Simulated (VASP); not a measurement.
Write the native input for VASP 6.6.1 that does the following.

```yaml
Task: single point
Functional: PBE
Dispersion: D4
Potentials_or_basis: VASP PAW PBE potentials, release 64 (Pt, P)
Cutoff: 520 eV
k_mesh: 8 × 8 × 4
Occupations: fermi-dirac, width 0.05 eV
Spin: no spin polarisation
Dipole_correction: no
Further_INCAR_settings: ALGO = Normal; EDIFF = 1e-06; NBANDS = 23
```

The structure of PPt lies in POSCAR:

```
PPt
1.0
    3.6166826577      0.0000000000      0.0000000000
   -1.8083413289      3.1321390590      0.0000000000
    0.0000000000      0.0000000000      6.5504866761
Pt P
2 2
Direct
    0.3333333333      0.6666666667      0.3653854865
    0.6666666667      0.3333333333      0.8653854865
    0.3333333333      0.6666666667      0.0096165135
    0.6666666667      0.3333333333      0.5096165135
```

These files were run (other wordings do the same):

INCAR

```
SYSTEM = PPt
PREC = Accurate
ENCUT = 520
EDIFF = 1E-6
ISMEAR = -1
SIGMA = 0.05
LREAL = .False.
LASPH = .True.
NELM = 100
ALGO = Normal
ISIF = 2
LWAVE = .False.
LCHARG = .False.
GGA = PE
IVDW = 13
NBANDS = 23
```

KPOINTS

```
regular mesh
0
Gamma
  8 8 4
  0 0 0
```

Potentials or basis: VASP PAW PBE potentials, release 64 (Pt, P).

The run is started by

```bash
$ cat potpaw_PBE.64/Pt/POTCAR potpaw_PBE.64/P/POTCAR > POTCAR
$ mpirun -np 1 vasp_std > vasp.out
```

It gave:

```yaml
Pressure: -0.2 GPa
Band_gap_on_the_k_mesh: zero (bands 15 and 16 overlap by 3.79 eV)
Dispersion_energy_per_atom: -0.531 eV
```

Caveat: spin-orbit coupling is left out, which moves the levels of the heavy elements.

Wall time 50 s on 1 thread of Intel Xeon 8259CL, with other jobs on the host, peak memory 0.21 GiB.
